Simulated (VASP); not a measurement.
# V2N3 (P-3m1) in VASP: notebook

Runs on V2N3. Level: PBEsol. Tasks: single point.

Everything below comes from runs of VASP 6.6.1. Logs are shortened: lines on timing, memory, paths and dates and some standing lists are left out, and cuts for length are marked.

## 1. The cell of the first run

It takes space group P-3m1 (No. 164, trigonal). Conventional cell: a = 2.780 Å, b = 2.780 Å, c = 6.196 Å, α = 90.00°, β = 90.00°, γ = 120.00°. Within 2.7 Å of V (site symmetry 3m) lie 6 N at 2.01 to 2.02 Å. N (site symmetry -3m) has 6 V at 2.02 Å and 2 N at 2.43 Å within 2.7 Å. N (site symmetry 3m) has 1 N at 1.33 Å within 1.8 Å.

## 2. Single point, PBEsol

The input, INCAR:

```
  PREC = Accurate
  ENCUT = 520
  EDIFF = 1E-7
  ISMEAR = 0
  SIGMA = 0.1
  LREAL = F
  LASPH = T
  NELM = 100
  ALGO = Normal
  ISIF = 2
  LWAVE = F
  LCHARG = T
  GGA = PS
  LELF = T
  LVHAR = T
  NBANDS = 28
```

The input, KPOINTS:

```
Automatic mesh
0
Gamma
  12 12 6
```

The input, POSCAR:

```
V2N3
1.0
    2.7797869938      0.0000000000      0.0000000000
   -1.3898934969      2.4073661537      0.0000000000
    0.0000000000      0.0000000000      6.1963538749
V N
2 3
Direct
    0.6666666667      0.3333333333      0.3021155180
    0.3333333333      0.6666666667      0.6978844820
    0.0000000000      0.0000000000      0.5000000000
    0.0000000000      0.0000000000      0.1074399115
    0.0000000000      0.0000000000      0.8925600885
```

Potentials or basis: VASP PAW PBE potentials, release 64 (V_sv, N).

The run is started by

```
cat potpaw_PBE.64/V_sv/POTCAR potpaw_PBE.64/N/POTCAR > POTCAR
mpirun -np 1 vasp_std > vasp.out
```

OUTCAR:

```text
PREC = Accurate
   ENCUT = 520
   EDIFF = 1E-7
   ISMEAR = 0
   LREAL = F
   LASPH = T
   NELM = 100
   ISIF = 2
   GGA = PS

 ion  position               nearest neighbor table
   1  0.667  0.333  0.302-   4 2.01   4 2.01   4 2.01   3 2.02   3 2.02   3 2.02
   2  0.333  0.667  0.698-   5 2.01   5 2.01   5 2.01   3 2.02   3 2.02   3 2.02
   3  0.000  0.000  0.500-   1 2.02   2 2.02   2 2.02   1 2.02   1 2.02   2 2.02
   4  0.000  0.000  0.107-   5 1.33   1 2.01   1 2.01   1 2.01
   5  0.000  0.000  0.893-   4 1.33   2 2.01   2 2.01   2 2.01

  LATTYP: Found a hexagonal cell.
 ALAT       =     2.7797869938
 C/A-ratio  =     2.2290750654

  Lattice vectors:

 A1 = (   2.7797869938,   0.0000000000,   0.0000000000)
 A2 = (  -1.3898934969,   2.4073661537,   0.0000000000)
 A3 = (   0.0000000000,   0.0000000000,   6.1963538749)

Analysis of symmetry for initial positions (statically):
=====================================================================
 Subroutine PRICEL returns:
 Original cell was already a primitive cell.

 Routine SETGRP: Setting up the symmetry group for a
 hexagonal supercell.

 Subroutine GETGRP returns: Found 12 space group operations
 (whereof 12 operations were pure point group operations)
 out of a pool of 24 trial point group operations.

The static configuration has the point symmetry D_3d.

Analysis of symmetry for dynamics (positions and initial velocities):
=====================================================================
 Subroutine PRICEL returns:
 Original cell was already a primitive cell.

 Routine SETGRP: Setting up the symmetry group for a
 hexagonal supercell.

 Subroutine GETGRP returns: Found 12 space group operations
 (whereof 12 operations were pure point group operations)
 out of a pool of 24 trial point group operations.

The dynamic configuration has the point symmetry D_3d.

 Subroutine INISYM returns: Found 12 space group operations
 (whereof 12 operations are pure point group operations),
 and found     1 'primitive' translations

----------------------------------------------------------------------------------------

                                     Primitive cell

  volume of cell :      41.4658

  direct lattice vectors                    reciprocal lattice vectors
     2.779786994  0.000000000  0.000000000     0.359739794  0.207695867  0.000000000
    -1.389893497  2.407366154  0.000000000     0.000000000  0.415391734  0.000000000
     0.000000000  0.000000000  6.196353875     0.000000000  0.000000000  0.161385231

  length of vectors
     2.779786994  2.779786994  6.196353875     0.415391734  0.415391734  0.161385231

  position of ions in fractional coordinates (direct lattice)
     0.666666667  0.333333333  0.302115518
     0.333333333  0.666666667  0.697884482
     0.000000000  0.000000000  0.500000000
     0.000000000  0.000000000  0.107439912
     0.000000000  0.000000000  0.892560088

  ion indices of the primitive-cell ions
   primitive index   ion index
                 1           1
                 2           2
                 3           3
                 4           4
                 5           5

----------------------------------------------------------------------------------------

 KPOINTS: Automatic mesh

Automatic generation of k-mesh.
 Grid dimensions read from file:
 generate k-points for:   12   12    6

 Generating k-lattice:

  Cartesian coordinates                     Fractional coordinates (reciprocal lattice)
     0.029978316  0.017307989  0.000000000     0.083333333  0.000000000  0.000000000
     0.000000000  0.034615978  0.000000000     0.000000000  0.083333333  0.000000000
     0.000000000  0.000000000  0.026897538     0.000000000  0.000000000  0.166666667

  Length of vectors
     0.034615978  0.034615978  0.026897538

  Shift w.r.t. Gamma in fractional coordinates (k-lattice)
     0.000000000  0.000000000  0.000000000

 Subroutine IBZKPT returns following result:
 ===========================================

 Found    100 irreducible k-points:

 Following reciprocal coordinates:
            Coordinates               Weight
  0.000000  0.000000  0.000000      1.000000
  0.083333  0.000000  0.000000      6.000000
  0.166667  0.000000  0.000000      6.000000
  0.250000  0.000000  0.000000      6.000000
  0.333333  0.000000  0.000000      6.000000
  0.416667  0.000000  0.000000      6.000000
[... 16 lines left out ...]
  0.166667  0.000000  0.166667      6.000000
  0.000000  0.166667  0.166667      6.000000
 [... further k-points ...]
   k-points           NKPTS =    100   k-points in BZ     NKDIM =    100   number of bands    NBANDS=     28
   number of dos      NEDOS =    301   number of ions     NIONS =      5
   total plane-waves  NPLWV =  27648
   dimension x,y,z NGX =    24 NGY =   24 NGZ =   48
   dimension x,y,z NGXF=    48 NGYF=   48 NGZF=   96
   ions per type =               2   3
   NGX,Y,Z   is equivalent  to a cutoff of  14.35, 14.35, 12.88 a.u.
   NGXF,Y,Z  is equivalent  to a cutoff of  28.71, 28.71, 25.76 a.u.
 SYSTEM =  unknown system
   PREC   = accura    normal or accurate (medium, high low for compatibility)
   ISTART =      0    job   : 0-new  1-cont  2-samecut
   ICHARG =      2    charge: 1-file 2-atom 10-const
   ISPIN  =      1    spin polarized calculation?
   LNONCOLLINEAR =      F non collinear calculations
   LSORBIT =      F    spin-orbit coupling
   LASPH  =      T    aspherical Exc in radial PAW
   ENCUT  =  520.0 eV  38.22 Ry    6.18 a.u.   5.17  5.17 11.52*2*pi/ulx,y,z
   NELM   =    100;   NELMIN=  2; NELMDL= -5     # of ELM steps
   EDIFF  = 0.1E-06   stopping-criterion for ELM
   LREAL  =      F    real-space projection
   EDIFFG = 0.1E-05   stopping-criterion for IOM
   NSW    =      0    number of steps for IOM
   IBRION =     -1    ionic relax: 0-MD 1-quasi-New 2-CG
   NFREE  =      0    steps in history (QN), initial steepest desc. (CG)
   ISIF   =      2    stress and relaxation
   ISYM   =      2    0-nonsym 1-usesym 2-fastsym
   POTIM  = 0.5000    time-step for ionic-motion
   TEBEG  =    0.0;   TEEND  =   0.0 temperature during run
   PSTRESS=    0.0 pullay stress
   NELECT =      41.0000    total number of electrons
   NUPDOWN=      -1.0000    fix difference up-down
   EMIN   =  10.00;   EMAX   =-10.00  energy-range for DOS
   EFERMI =   0.00;   METHOD = LEGACY
   ISMEAR =     0;   SIGMA  =   0.10  broadening in eV -4-tet -1-fermi 0-gaus
   EFERMI_NEDOS =   21; number of points for ismear=-14 and -15
   IALGO  =     38    algorithm
   IMIX   =      4    mixing-type and parameters
     AMIX     =   0.40;   BMIX     =  1.00
     AMIX_MAG =   1.60;   BMIX_MAG =  1.00
  volume/ion in A,a.u.               =       8.29        55.96
  Fermi-wavevector in a.u.,A,eV,Ry     =   1.630946  3.082040 36.191276  2.659984
  Thomas-Fermi vector in A             =   2.723163
   LORBIT       =      0    0 simple, 1 ext, 2 COOP (PROOUT), +10 PAW based schemes
   GGA     = PS    functional components
   LHFCALC =     F    Hartree Fock is set to
   AEXX    =    0.0000 exact exchange contribution
   IVDW    =     0    specifies the selected vdW correction
   LEPSILON=     F    determine dielectric tensor
   LRPA    =     F    only Hartree local field effects (RPA)
 non-spin polarized calculation
 Gauss-broadening in eV      SIGMA  =   0.10
  energy-cutoff  :      520.00
  volume of cell :       41.47
 maximum number of plane-waves:      1134
 NGX is ok and might be reduce to    24
   NGX = 11   NGY = 11   NGZ = 23

 number of electron      41.0000003 magnetization

 Free energy of the ion-electron system (eV)
  ---------------------------------------------------
  ext. energy  EPLUGINS =         0.00000000
  ---------------------------------------------------
  free energy    TOTEN  =       -49.89584999 eV

  energy without entropy =      -49.88581248  energy(sigma->0) =      -49.89083124

 E-fermi :  10.3215     XC(G=0): -13.6025

 val. band max:       10.2942890512   @ k =   0.3333   0.0000   0.5000
 cond. band min:      10.3337123297   @ k =   0.3333   0.0833   0.1667
 fundamental gap:      0.0394232785
 Fermi energy:        10.3214966669

 k-point     1 :       0.0000    0.0000    0.0000
  band No.  band energies     occupation
      1     -54.1278      2.00000
      2     -54.0898      2.00000
      3     -28.2150      2.00000
      4     -27.9195      2.00000
      5     -27.8714      2.00000
      6     -27.8714      2.00000
[... 20 lines left out ...]
     27      14.0289      0.00000
     28      14.5920      0.00000

 k-point     2 :       0.0833    0.0000    0.0000
  band No.  band energies     occupation
      1     -54.1214      2.00000
      2     -54.0845      2.00000
      3     -28.2033      2.00000
      4     -27.9314      2.00000
      5     -27.8981      2.00000
      6     -27.8898      2.00000
[... 20 lines left out ...]
     27      14.0649      0.00000
     28      14.5444      0.00000

 k-point     3 :       0.1667    0.0000    0.0000
  band No.  band energies     occupation
      1     -54.1036      2.00000
      2     -54.0702      2.00000
      3     -28.1742      2.00000
      4     -28.0290      2.00000
      5     -27.9921      2.00000
      6     -27.9100      2.00000
[... 20 lines left out ...]
     27      14.2047      0.00000
     28      14.4416      0.00000

 k-point     4 :       0.2500    0.0000    0.0000
  band No.  band energies     occupation
      1     -54.0790      2.00000
      2     -54.0508      2.00000
      3     -28.1945      2.00000
      4     -28.1612      2.00000
      5     -28.0753      2.00000
      6     -27.9463      2.00000
[... 20 lines left out ...]
     27      14.3246      0.00000
     28      14.4321      0.00000

 k-point     5 :       0.3333    0.0000    0.0000
  band No.  band energies     occupation
      1     -54.0536      2.00000
      2     -54.0320      2.00000
      3     -28.3310      2.00000
      4     -28.2859      2.00000
      5     -28.0409      2.00000
      6     -27.9816      2.00000
[... 20 lines left out ...]
     27      14.1480      0.00000
     28      14.6516      0.00000

 k-point     6 :       0.4167    0.0000    0.0000
  band No.  band energies     occupation
      1     -54.0341      2.00000
      2     -54.0190      2.00000
      3     -28.4361      2.00000
      4     -28.3819      2.00000
      5     -28.0070      2.00000
      6     -27.9963      2.00000
[... 463 lines left out ...]
      5     -27.8982      2.00000
      6     -27.8904      2.00000
[... 20 lines left out ...]
     27      14.0527      0.00000
     28      14.6516      0.00000

 k-point    22 :       0.0000    0.0833    0.1667
  band No.  band energies     occupation
      1     -54.1213      2.00000
      2     -54.0846      2.00000
      3     -28.2002      2.00000
      4     -27.9336      2.00000
      5     -27.8995      2.00000
      6     -27.8896      2.00000
[... 20 lines left out ...]
     27      14.0661      0.00000
     28      14.5045      0.00000

 k-point    23 :       0.1667    0.0000    0.1667
  band No.  band energies     occupation
      1     -54.1035      2.00000
      2     -54.0702      2.00000
      3     -28.1719      2.00000
      4     -28.0304      2.00000
      5     -27.9908      2.00000
      6     -27.9098      2.00000
[... 20 lines left out ...]
     27      14.2230      0.00000
     28      14.6541      0.00000

 k-point    24 :       0.0000    0.1667    0.1667
  band No.  band energies     occupation
      1     -54.1035      2.00000
      2     -54.0702      2.00000
      3     -28.1718      2.00000
      4     -28.0285      2.00000
      5     -27.9928      2.00000
      6     -27.9100      2.00000
[... 20 lines left out ...]
     27      14.1384      0.00000
     28      14.2196      0.00000

 [... further k-points ...]

------------------------ aborting loop because EDIFF is reached ----------------------------------------

  FORCE on cell =-STRESS in cart. coord.  units (eV):
  Direction    XX          YY          ZZ          XY          YZ          ZX
  --------------------------------------------------------------------------------------
  -------------------------------------------------------------------------------------
  Total        0.1427717      0.1427717      0.3139572     -0.0000000      0.0000000      0.0000000
  in kB        5.5164900      5.5164900     12.1308468     -0.0000000      0.0000000      0.0000000
  external PRESSURE =       7.7212756 kB  Pullay stress =       0.0000000 kB

 VOLUME and BASIS-vectors are now :
 -----------------------------------------------------------------------------
  energy-cutoff  :      520.00
  volume of cell :       41.47
      direct lattice vectors                 reciprocal lattice vectors
     2.779786994  0.000000000  0.000000000     0.359739794  0.207695867  0.000000000
    -1.389893497  2.407366154  0.000000000     0.000000000  0.415391734  0.000000000
     0.000000000  0.000000000  6.196353875     0.000000000  0.000000000  0.161385231

 POSITION                                       TOTAL-FORCE (eV/Angst)
 -----------------------------------------------------------------------------------
      1.38989      0.80246      1.87201         0.000000     -0.000000     -0.009930
     -0.00000      1.60491      4.32434        -0.000000      0.000000      0.009930
      0.00000      0.00000      3.09818        -0.000000      0.000000      0.000000
      0.00000      0.00000      0.66574         0.000000     -0.000000      0.066686
      0.00000      0.00000      5.53062         0.000000      0.000000     -0.066686
 -----------------------------------------------------------------------------------
    total drift:                               -0.000000      0.000000      0.000000

  FREE ENERGIE OF THE ION-ELECTRON SYSTEM (eV)
  ---------------------------------------------------
  free  energy   TOTEN  =       -49.8958499888 eV

  energy  without entropy=      -49.8858124832  energy(sigma->0) =      -49.89083124
```

Wall time 86 s (1 thread of AMD EPYC 9R45 (Zen 5), shared host); peak memory 0.21 GiB.

What came out:

| Item | Value |
| --- | --- |
| Free energy | -49.8958 eV |
| Pressure | 0.8 GPa |
| Largest force | 0.067 eV/Å |

Forces in eV/Å, atoms in the order of the input:
```
V    0.000  0.000 -0.010
V    0.000  0.000  0.010
N    0.000  0.000  0.000
N    0.000  0.000  0.067
N    0.000  0.000 -0.067
```

Stress tensor (GPa, compression positive):
```
0.55 0.00 0.00
0.00 0.55 0.00
0.00 0.00 1.21
```

Levels at points of the mesh, in eV from the Fermi level:
```
           k point  band 17  band 18  band 19  band 20  band 21  band 22  band 23  band 24
(0.00, 0.00, 0.00)    -3.64    -2.06    -2.06    -0.63     0.39     0.39     1.11     2.09
(0.50, 0.00, 0.00)    -3.85    -3.41    -1.37    -1.29     0.24     1.86     2.07     2.48
(0.00, 0.00, 0.50)    -3.44    -1.51    -1.19    -1.19     0.20     0.20     1.11     1.32
(0.50, 0.00, 0.50)    -4.76    -2.34    -1.85    -0.62     0.31     1.77     2.32     2.48
```

Caveat: the PAW data sets were made with another functional, which shifts forces and pressure a little; the run has no spin polarisation, though such a crystal can be magnetic. With open d or f shells a metallic result of PBEsol can be an artefact of self-interaction; +U or a hybrid may open a gap.

## 3. Single point, PBEsol, collinear spin, ferromagnetic start

This run uses another cell than the first one, of 8.61 Å³/atom, 1.038 times its volume.

The input, INCAR:

```
PREC = Accurate
ENCUT = 520
EDIFF = 1E-6
ISMEAR = 0
SIGMA = 0.1
LREAL = False
LASPH = True
NELM = 150
ALGO = Normal
ISIF = 2
LWAVE = False
LCHARG = False
ISPIN = 2
MAGMOM = 2 2 0 0 0
LORBIT = 11
LMAXMIX = 4
GGA = PS
NBANDS = 32
```

The input, KPOINTS:

```
Automatic mesh
0
Gamma
  6 6 4
```

The input, POSCAR:

```
V2N3
1.0
    2.8180178473      0.0000000000      0.0000000000
   -1.4090089237      2.4404750441      0.0000000000
    0.0000000000      0.0000000000      6.2570650000
V N
2 3
Direct
    0.6666666700      0.3333333300      0.3016290000
    0.3333333300      0.6666666700      0.6983710000
    0.0000000000      0.0000000000      0.5000000000
    0.0000000000      0.0000000000      0.1069410000
    0.0000000000      0.0000000000      0.8930590000
```

Potentials or basis: VASP PAW PBE potentials, release 64 (V_sv, N).

The run is started by

```
cat potpaw_PBE.64/V_sv/POTCAR potpaw_PBE.64/N/POTCAR > POTCAR
mpirun -np 1 vasp_std > vasp.out
```

It took 64 s on 1 thread of AMD EPYC 9R45 (Zen 5), shared host; peak memory 0.18 GiB.

The run converged. Its results:

| Property | Result |
| --- | --- |
| Free energy | -49.8394 eV |
| Pressure | -10.4 GPa |
| Largest force | 0.089 eV/Å |
| Net moment | 0.00 μB per cell |
| Valence electrons inside the program's atomic spheres | V 11.74; N 3.75, 3.76 |

Forces on the atoms (eV/Å):
```
V    0.000  0.000 -0.077
V    0.000  0.000  0.077
N    0.000  0.000  0.000
N    0.000  0.000  0.089
N    0.000  0.000 -0.089
```

Stress tensor (GPa, compression positive):
```
-10.67   0.00   0.00
  0.00 -10.67   0.00
  0.00   0.00  -9.72
```

Levels at points of the mesh, in eV from the Fermi level:
Spin up:
| k point | band 18 | band 19 | band 20 | band 21 | band 22 | band 23 |
| --- | --- | --- | --- | --- | --- | --- |
| (0.00, 0.00, 0.00) | -2.02 | -2.02 | -0.63 | 0.33 | 0.33 | 1.02 |
| (0.50, 0.00, 0.00) | -3.33 | -1.35 | -1.26 | 0.20 | 1.69 | 1.90 |
| (0.00, 0.00, 0.50) | -1.45 | -1.19 | -1.19 | 0.14 | 0.14 | 1.01 |
| (0.50, 0.00, 0.50) | -2.26 | -1.83 | -0.66 | 0.26 | 1.62 | 2.14 |
Spin down:
| k point | band 16 | band 17 | band 18 | band 19 | band 20 | band 21 | band 22 | band 23 | band 24 | band 25 |
| --- | --- | --- | --- | --- | --- | --- | --- | --- | --- | --- |
| (0.00, 0.00, 0.00) | -3.58 | -3.58 | -2.02 | -2.02 | -0.63 | 0.33 | 0.33 | 1.02 | 1.93 | 1.93 |
| (0.50, 0.00, 0.00) | -5.03 | -3.82 | -3.33 | -1.35 | -1.26 | 0.20 | 1.69 | 1.90 | 2.29 | 2.31 |
| (0.00, 0.00, 0.50) | -4.16 | -3.40 | -1.45 | -1.19 | -1.19 | 0.14 | 0.14 | 1.01 | 1.21 | 1.21 |
| (0.50, 0.00, 0.50) | -4.86 | -4.62 | -2.26 | -1.83 | -0.66 | 0.26 | 1.62 | 2.14 | 2.30 | 2.40 |

Caveat: the k points lie up to 0.43 Å⁻¹ apart; the PAW data sets were made with another functional, which shifts forces and pressure a little. With open d or f shells a metallic result of PBEsol can be an artefact of self-interaction; +U or a hybrid may open a gap.
